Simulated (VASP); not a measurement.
## TiSi4Ir: relaxation of cell and atoms with PBE

TiSi4Ir:

```
Ti Si Ir
1.0
     3.61137    0.00000    0.00000
     0.00000    3.61137    0.00000
     0.00000    0.00000    7.26745
Ti Si Ir
1 4 1
Cartesian
  0.0000 0.0000 0.0000
  1.8057 0.0000 5.3631
  0.0000 1.8057 1.9044
  1.8057 0.0000 1.9044
  0.0000 1.8057 5.3631
  1.8057 1.8057 3.6337
```

The cell was generated, and may not be a known phase.

```json
{
 "Program": "VASP 6.6.1",
 "Task": "relaxation of cell and atoms",
 "Functional": "PBE",
 "Potentials or basis": "VASP PAW PBE potentials, release 64 (Ti_sv, Si, Ir)",
 "Cutoff": "500 eV",
 "k mesh": "6 × 6 × 4",
 "Occupations": "gaussian, width 0.1 eV",
 "Spin": "no spin polarisation",
 "Dipole correction": "no",
 "Further INCAR settings": "ALGO = Normal; EDIFF = 1e-07; IBRION = 2; EDIFFG = -0.04; NSW = 90; ISIF = 3"
}
```

The relaxed volume is 15.82 Å³/atom, the relaxed cell is a = 3.609 Å, b = 3.609 Å, c = 7.288 Å, α = 90.00°, β = 90.00°, γ = 90.00° and the space group after relaxing (to 0.1 Å) is P4/mmm (No. 123). The energy gained by relaxing is 0.1 meV/atom. The ionic steps are 2, the pressure after relaxing is -0.2 GPa and the largest force after relaxing is 0.014 eV/Å. The band gap on the k mesh is zero (an odd number of electrons rules out a gap without spin polarisation).

Forces in eV/Å, atoms in the order of the input:
```
Ti   0.000  0.000  0.000
Si   0.000  0.000 -0.014
Si   0.000  0.000  0.014
Si   0.000  0.000  0.014
Si   0.000  0.000 -0.014
Ir   0.000  0.000  0.000
```

Stress tensor (GPa, compression positive):
```
-0.22  0.00  0.00
 0.00 -0.22  0.00
 0.00  0.00 -0.12
```

Step by step:
```
step  energy change (eV)  largest force (eV/Å)  pressure (GPa)  volume (Å³)
   1              0.0000                0.0258            0.10        94.78
   2             -0.0006                0.0137           -0.19        94.92
```

Final structure:
```
Ti Si Ir
1.0
     3.60886    0.00000    0.00000
     0.00000    3.60886    0.00000
     0.00000    0.00000    7.28787
Ti Si Ir
1 4 1
Direct
  0.00000 0.00000 0.00000
  0.50000 0.00000 0.73779
  0.00000 0.50000 0.26221
  0.50000 0.00000 0.26221
  0.00000 0.50000 0.73779
  0.50000 0.50000 0.50000
```

Levels at points of the mesh, in eV from the Fermi level:
| k point | band 17 | band 18 | band 19 | band 20 | band 21 | band 22 |
| --- | --- | --- | --- | --- | --- | --- |
| (0.00, 0.00, 0.00) | -0.92 | -0.87 | -0.87 | -0.56 | 1.72 | 2.70 |
| (0.50, 0.00, 0.00) | -1.01 | -0.65 | -0.54 | 1.64 | 2.03 | 2.25 |
| (0.50, 0.50, 0.00) | -1.76 | -1.70 | -1.33 | -0.76 | 1.95 | 2.66 |
| (0.00, 0.00, 0.50) | -0.11 | 0.54 | 0.54 | 1.13 | 1.48 | 1.58 |
| (0.50, 0.00, 0.50) | -1.13 | -0.48 | 0.23 | 0.58 | 0.65 | 2.25 |
| (0.50, 0.50, 0.50) | -1.83 | -1.70 | -0.99 | 0.15 | 1.95 | 2.32 |

Wall time 63 s on 1 thread of AMD EPYC 9R45 (Zen 5), with other jobs on the host, peak memory 0.21 GiB.

Caveat: spin-orbit coupling is left out, which moves the levels of the heavy elements; an odd number of electrons without spin polarisation forces a metal; a magnetic or distorted state may lie lower.
